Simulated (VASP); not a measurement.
Write the native input for VASP 6.6.1 that does the following.

```
Task                    : single point
Functional              : PBEsol
Potentials or basis     : VASP PAW PBE potentials, release 64 (Gd, O)
Cutoff                  : 520 eV
k mesh                  : 9 × 9 × 9
Occupations             : fermi-dirac, width 0.05 eV
Spin                    : collinear spin, ferromagnetic start
Starting moments        : [7.0, 0.0] μB
Hubbard terms           : Gd f U = 6.0 eV
Dipole correction       : no
k mesh for the DOS      : 14 × 14 × 14
Occupations for the DOS : tetrahedron
Further INCAR settings  : ALGO = Normal; EDIFF = 1e-06; NBANDS = 23
```

GdO:

```xyz
2
Lattice="0.0000 2.7000 2.7000 2.7000 0.0000 2.7000 2.7000 2.7000 0.0000" Properties=species:S:1:pos:R:3 pbc="T T T"
Gd    0.0000    0.0000    0.0000
O     4.0500    4.0500    4.0500
```

The input as run:

POSCAR

```
GdO
1.0
    0.0000000000      2.7000000000      2.7000000000
    2.7000000000      0.0000000000      2.7000000000
    2.7000000000      2.7000000000      0.0000000000
Gd O
1 1
Direct
    0.0000000000      0.0000000000      0.0000000000
    0.7500000000      0.7500000000      0.7500000000
```

INCAR.step1

```
PREC = Accurate ; ENCUT = 520
EDIFF = 1E-6 ; ISMEAR = -1
SIGMA = 0.05 ; LREAL = False
LASPH = True ; NELM = 150
ALGO = Normal ; ISIF = 2
LWAVE = False ; LCHARG = True
ISPIN = 2 ; MAGMOM = 7 0
LMAXMIX = 6 ; LDAU = True
LDAUTYPE = 2 ; LDAUL = 3 -1
LDAUU = 6 0 ; LDAUJ = 0 0
LDAUPRINT = 1 ; GGA = PS
NBANDS = 23
```

KPOINTS.step1

```
regular mesh
0
Gamma
  9 9 9
```

INCAR.step2

```
PREC = Accurate ; ENCUT = 520
EDIFF = 1E-6 ; ISMEAR = -5
SIGMA = 0.05 ; LREAL = False
LASPH = True ; NELM = 150
ALGO = Normal ; ISIF = 2
LWAVE = False ; LCHARG = False
ISPIN = 2 ; MAGMOM = 7 0
LORBIT = 11 ; LMAXMIX = 6
LDAU = True ; LDAUTYPE = 2
LDAUL = 3 -1 ; LDAUU = 6 0
LDAUJ = 0 0 ; LDAUPRINT = 1
GGA = PS ; NBANDS = 23
NEDOS = 1001 ; ICHARG = 11
```

KPOINTS.step2

```
regular mesh
0
Gamma
  14 14 14
```

Potentials or basis: VASP PAW PBE potentials, release 64 (Gd, O).

Launch:

```sh
$ cat potpaw_PBE.64/Gd/POTCAR potpaw_PBE.64/O/POTCAR > POTCAR
$ cp INCAR.step1 INCAR
$ cp KPOINTS.step1 KPOINTS
$ mpirun -np 1 vasp_std > vasp.out
$ cp INCAR.step2 INCAR
$ cp KPOINTS.step2 KPOINTS
$ mpirun -np 1 vasp_std > vasp.out
```

It gave:

```yaml
Net_moment: 7.92 μB per cell
Site_moments: Gd +7.08; O -0.01 μB
Valence_electrons_inside_the_program's_atomic_spheres: Gd 15.14; O 4.98
```

Caveat: a cell with one magnetic atom can't hold antiferromagnetic order, which such compounds often take.

It took 6 min on 1 thread of Intel Xeon 8259CL (shared host), peak memory 0.29 GiB.
